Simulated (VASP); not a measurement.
# Ni (Fm-3m) in VASP: single point with LDA

Aim: the single point of Ni with LDA.

All numbers are computed with VASP 6.6.1; they aren't measurements. Logs are shortened: lines on timing, memory, paths and dates and some standing lists are left out, and cuts for length are marked.

## 1. The cell of the first run

It takes space group Fm-3m (No. 225, cubic). The conventional cell has a = 3.425 Å, b = 3.425 Å, c = 3.425 Å, α = 90.00°, β = 90.00°, γ = 90.00°. Ni (site symmetry m-3m) has 12 Ni at 2.42 Å within 3.2 Å.

## 2. Single point, LDA, collinear spin, ferromagnetic start

The input, POSCAR:

```
Ni
1.0
    0.0000000000      1.7123597426      1.7123597426
    1.7123597426      0.0000000000      1.7123597426
    1.7123597426      1.7123597426      0.0000000000
Ni
1
Direct
    0.0000000000      0.0000000000      0.0000000000
```

The input, INCAR.step1:

```
PREC = Accurate ; ENCUT = 520
EDIFF = 1E-7 ; ISMEAR = -1
SIGMA = 0.08 ; LREAL = False
LASPH = True ; NELM = 150
ALGO = Normal ; ISIF = 2
LWAVE = False ; LCHARG = True
ISPIN = 2 ; MAGMOM = 1
LMAXMIX = 4 ; GGA = CA
NBANDS = 15
```

The input, KPOINTS.step1:

```
Automatic mesh
0
Gamma
  18 18 18
```

The input, INCAR.step2:

```
PREC = Accurate ; ENCUT = 520
EDIFF = 1E-7 ; ISMEAR = -5
SIGMA = 0.08 ; LREAL = False
LASPH = True ; NELM = 150
ALGO = Normal ; ISIF = 2
LWAVE = False ; LCHARG = False
ISPIN = 2 ; MAGMOM = 1
LORBIT = 10 ; LMAXMIX = 4
GGA = CA ; NEDOS = 2001
ICHARG = 11
```

The input, KPOINTS.step2:

```
Automatic mesh
0
Gamma
  27 27 27
```

Potentials or basis: VASP PAW LDA potentials, release 64 (Ni).

The run is started by

```bash
$ cat potpaw_LDA.64/Ni/POTCAR > POTCAR
$ cp INCAR.step1 INCAR
$ cp KPOINTS.step1 KPOINTS
$ mpirun -np 1 vasp_std > vasp.out
$ cp INCAR.step2 INCAR
$ cp KPOINTS.step2 KPOINTS
$ mpirun -np 1 vasp_std > vasp.out
```

OUTCAR:

```text
PREC = Accurate
   ENCUT = 520
   EDIFF = 1E-7
   ISMEAR = -5
   LREAL = False
   LASPH = True
   NELM = 150
   ISIF = 2
   ISPIN = 2
   LORBIT = 10
   GGA = CA
   ICHARG = 11

 ion  position               nearest neighbor table
   1  0.000  0.000  0.000-

  LATTYP: Found a face centered cubic cell.
 ALAT       =     3.4247194852

  Lattice vectors:

 A1 = (   0.0000000000,   1.7123597426,   1.7123597426)
 A2 = (   1.7123597426,   0.0000000000,   1.7123597426)
 A3 = (   1.7123597426,   1.7123597426,   0.0000000000)

Analysis of symmetry for initial positions (statically):
=====================================================================
 Subroutine PRICEL returns:
 Original cell was already a primitive cell.

 Routine SETGRP: Setting up the symmetry group for a
 face centered cubic supercell.

 Subroutine GETGRP returns: Found 48 space group operations
 (whereof 48 operations were pure point group operations)
 out of a pool of 48 trial point group operations.

The static configuration has the point symmetry O_h .

Analysis of symmetry for dynamics (positions and initial velocities):
=====================================================================
 Subroutine PRICEL returns:
 Original cell was already a primitive cell.

 Routine SETGRP: Setting up the symmetry group for a
 face centered cubic supercell.

 Subroutine GETGRP returns: Found 48 space group operations
 (whereof 48 operations were pure point group operations)
 out of a pool of 48 trial point group operations.

The dynamic configuration has the point symmetry O_h .

Analysis of structural, dynamic, and magnetic symmetry:
=====================================================================
 Subroutine PRICEL returns:
 Original cell was already a primitive cell.

 Routine SETGRP: Setting up the symmetry group for a
 face centered cubic supercell.

 Subroutine GETGRP returns: Found 48 space group operations
 (whereof 48 operations were pure point group operations)
 out of a pool of 48 trial point group operations.

The overall configuration has the point symmetry O_h .

 Subroutine INISYM returns: Found 48 space group operations
 (whereof 48 operations are pure point group operations),
 and found     1 'primitive' translations

----------------------------------------------------------------------------------------

                                     Primitive cell

  volume of cell :      10.0419

  direct lattice vectors                    reciprocal lattice vectors
     0.000000000  1.712359743  1.712359743    -0.291994718  0.291994718  0.291994718
[... 121 lines left out ...]
 maximum number of plane-waves:       290
 NGX is ok and might be reduce to    18

 number of electron       9.9999991 magnetization       0.5798107

 Free energy of the ion-electron system (eV)
  ---------------------------------------------------
  ext. energy  EPLUGINS =         0.00000000
  ---------------------------------------------------
  free energy    TOTEN  =        -6.57916165 eV

  energy without entropy =       -6.57916165  energy(sigma->0) =       -6.57916165

 E-fermi :  10.2257     XC(G=0): -14.0941

 val. band max:       10.2691201904   @ k =   0.4074   0.4074   0.0000
 cond. band min:      10.1870658795   @ k =  -0.4444   0.0370   0.0000
 fundamental gap:     -0.0820543110
 Fermi energy:        10.2256705087

 spin component 1

 k-point     1 :       0.0000    0.0000    0.0000
  band No.  band energies     occupation
      1       0.6640      1.00000
      2       7.6672      1.00000
      3       7.6672      1.00000
      4       7.6672      1.00000
      5       8.9558      1.00000
      6       8.9558      1.00000
      7      34.6672      0.00000
      8      39.0639      0.00000
      9      39.0639      0.00000
     10      39.0639      0.00000
[... 287 lines left out ...]
 k-point    24 :       0.3704    0.0370    0.0000
  band No.  band energies     occupation
      1       4.5366      1.00000
      2       7.7497      1.00000
      3       7.8026      1.00000
      4       7.8471      1.00000
      5       9.4652      1.00000
      6       9.5180      1.00000
      7      20.4120      0.00000
      8      33.5678      0.00000
      9      35.2322      0.00000
     10      37.2693      0.00000

 [... further k-points ...]

 spin component 2

 k-point     1 :       0.0000    0.0000    0.0000
  band No.  band energies     occupation
      1       0.7120      1.00000
      2       8.2564      1.00000
      3       8.2564      1.00000
      4       8.2564      1.00000
      5       9.5043      1.00000
      6       9.5043      1.00000
      7      34.6602      0.00000
      8      39.1136      0.00000
      9      39.1136      0.00000
     10      39.1136      0.00000
[... 287 lines left out ...]
 k-point    24 :       0.3704    0.0370    0.0000
  band No.  band energies     occupation
      1       4.7470      1.00000
      2       8.1707      1.00000
      3       8.2970      1.00000
      4       8.3479      1.00000
      5      10.0573      1.01365
      6      10.1299      0.87487
      7      20.6618      0.00000
      8      33.5727      0.00000
      9      35.3673      0.00000
     10      37.4020      0.00000

 [... further k-points ...]

------------------------ aborting loop because EDIFF is reached ----------------------------------------

  FORCE on cell =-STRESS in cart. coord.  units (eV):
  Direction    XX          YY          ZZ          XY          YZ          ZX
  --------------------------------------------------------------------------------------
  -------------------------------------------------------------------------------------
  Total       -0.0618518     -0.0618518     -0.0618518      0.0000000      0.0000000      0.0000000
  in kB       -9.8684326     -9.8684326     -9.8684326      0.0000000      0.0000000      0.0000000
  external PRESSURE =      -9.8684326 kB  Pullay stress =       0.0000000 kB

 VOLUME and BASIS-vectors are now :
 -----------------------------------------------------------------------------
  energy-cutoff  :      520.00
  volume of cell :       10.04
      direct lattice vectors                 reciprocal lattice vectors
     0.000000000  1.712359743  1.712359743    -0.291994718  0.291994718  0.291994718
     1.712359743  0.000000000  1.712359743     0.291994718 -0.291994718  0.291994718
     1.712359743  1.712359743  0.000000000     0.291994718  0.291994718 -0.291994718

 POSITION                                       TOTAL-FORCE (eV/Angst)
 -----------------------------------------------------------------------------------
      0.00000      0.00000      0.00000         0.000000     -0.000000      0.000000
 -----------------------------------------------------------------------------------
    total drift:                                0.000000      0.000000      0.000000

  FREE ENERGIE OF THE ION-ELECTRON SYSTEM (eV)
  ---------------------------------------------------
  free  energy   TOTEN  =        -6.5791616467 eV

  energy  without entropy=       -6.5791616467  energy(sigma->0) =       -6.57916165

 total charge

# of ion       s       p       d       tot
------------------------------------------
    1        0.534   0.571   8.368   9.474

 magnetization (x)

# of ion       s       p       d       tot
------------------------------------------
    1       -0.005  -0.018   0.598   0.574
```

OSZICAR.step1:

```text
N       E                     dE             d eps       ncg     rms          rms(c)
DAV:   1     0.320993348885E+02    0.32099E+02   -0.41898E+03 12577   0.883E+02
DAV:   2    -0.626611403772E+01   -0.38365E+02   -0.35589E+02 13079   0.165E+02
DAV:   3    -0.769758159225E+01   -0.14315E+01   -0.14155E+01 14521   0.313E+01
DAV:   4    -0.770523727109E+01   -0.76557E-02   -0.76546E-02 14470   0.218E+00
DAV:   5    -0.770530872624E+01   -0.71455E-04   -0.71456E-04 14709   0.191E-01    0.111E+01
DAV:   6    -0.690689106518E+01    0.79842E+00   -0.12890E+01 16976   0.411E+01    0.554E+00
DAV:   7    -0.662138441413E+01    0.28551E+00   -0.20527E+00 14912   0.148E+01    0.212E+00
DAV:   8    -0.660100136196E+01    0.20383E-01   -0.23929E-02 15597   0.104E+00    0.923E-01
DAV:   9    -0.659840509276E+01    0.25963E-02   -0.14708E-03 19323   0.220E-01    0.271E-01
DAV:  10    -0.659777032583E+01    0.63477E-03   -0.45933E-04 19828   0.110E-01    0.391E-02
DAV:  11    -0.659773872999E+01    0.31596E-04   -0.34045E-05 19027   0.335E-02    0.226E-02
DAV:  12    -0.659774070194E+01   -0.19719E-05   -0.40507E-06 17436   0.117E-02    0.843E-03
DAV:  13    -0.659774065774E+01    0.44194E-07   -0.12714E-07 12702   0.342E-03
   1 F= -.65977407E+01 E0= -.65807024E+01  d E =-.340765E-01  mag=     0.5798
```

It took 2.5 min on 1 thread of Intel Xeon 8259CL, shared host; peak memory 0.21 GiB.

Results:

- Net moment: 0.58 μB per cell
- Site moments: Ni +0.57 μB
- Valence electrons inside the program's atomic spheres: Ni 9.47

Levels at points of the mesh, in eV from the Fermi level:
Spin up:
```tsv
k point	band 2	band 3	band 4	band 5	band 6	band 7	band 8	band 9
(0.00, 0.00, 0.00)	-2.56	-2.56	-2.56	-1.27	-1.27	24.44	28.84	28.84
```
Spin down:
```
           k point  band 2  band 3  band 4  band 5  band 6  band 7  band 8  band 9
(0.00, 0.00, 0.00)   -1.97   -1.97   -1.97   -0.72   -0.72   24.43   28.89   28.89
```

Caveat: tetrahedron occupations give inexact forces and stress in metals.
